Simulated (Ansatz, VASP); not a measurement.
Ti in VASP and in Ansatz

```xyz
2
Lattice="2.9003 0.0000 0.0000 -1.4501 2.5117 0.0000 0.0000 0.0000 4.5903" Properties=species:S:1:pos:R:3 pbc="T T T"
Ti    0.0000    1.6745    1.1476
Ti    1.4501    0.8372    3.4428
```

Alike in both runs: task single point; functional PBEsol; k mesh 6 × 6 × 4; occupations gaussian, width 0.1 eV; no spin polarisation.

|  | VASP | Ansatz |
| --- | --- | --- |
| version | VASP 6.6.1 | Ansatz 0.2.0 |
| potentials or method | VASP PAW PBE potentials, release 64 (Ti_sv), cutoff 500 eV | scalar-relativistic, plane waves, PAW |
| valence electrons in the cell | 24 | 24 |

Ansatz gave:

| Property | Result |
| --- | --- |
| gap on the k mesh at the Fermi level (eV) | none |
| pressure (GPa) | -0.1 |
| traceless stress, the component that is largest in VASP (GPa) | 0.63 |

Q: Which values does VASP return?

A: gap on the k mesh at the Fermi level (eV): none; pressure (GPa): -0.4; traceless stress, the component that is largest in VASP (GPa): 0.64.

VASP's potentials were made for PBE, not for PBEsol, and Ansatz warns of the same on its side. A gap of «none» marks a metal or a gap that the smearing closes.

The k mesh is coarse, so the values compare programs but aren't converged.
